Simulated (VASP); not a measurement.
Here is a VASP 6.6.1 calculation.

File INCAR:

```
  PREC = Accurate
  ENCUT = 520
  EDIFF = 1E-7
  ISMEAR = 0
  SIGMA = 0.2
  LREAL = F
  LASPH = T
  NELM = 80
  ALGO = Fast
  ISIF = 2
  LWAVE = F
  LCHARG = F
  GGA = PE
  NBANDS = 51
```

File KPOINTS:

```
regular mesh
0
Gamma
  8 6 4
```

The input POSCAR:

```
Mo2W
1.0
    0.0000000000      0.0000000000      2.7439341419
    4.4810228720      0.0000000000      0.0000000000
    0.0000000000      7.7613592842      0.0000000000
Mo W
4 2
Direct
    0.3353327027      0.0000000000      0.3333333333
    0.3353327027      0.5000000000      0.8333333333
    0.6646672973      0.5000000000      0.1666666667
    0.6646672973      1.0000000000      0.6666666667
    0.0000000000      0.5000000000      0.5000000000
    0.0000000000      0.0000000000      0.0000000000
```

Potentials or basis: VASP PAW PBE potentials, release 64 (Mo_sv, W_sv).

Run with:

```sh
$ cat potpaw_PBE.64/Mo_sv/POTCAR potpaw_PBE.64/W_sv/POTCAR > POTCAR
$ mpirun -np 1 vasp_std > vasp.out
```

What does it give for the largest force?

0.015 eV/Å.

What does it give for the band gap on the k mesh?

Zero (band 42 reaches 13.27 eV, above the bottom of band 43 at 11.28 eV).

Estimate the pressure.

0.6 GPa.

Forces in eV/Å, atoms in the order of the input:
```
Mo   0.000  0.001  0.015
Mo   0.000  0.001  0.015
Mo   0.000 -0.001 -0.015
Mo   0.000 -0.001 -0.015
W    0.000  0.000  0.000
W    0.000  0.000  0.000
```

Caveat: spin-orbit coupling is left out, which moves the levels of the heavy elements.
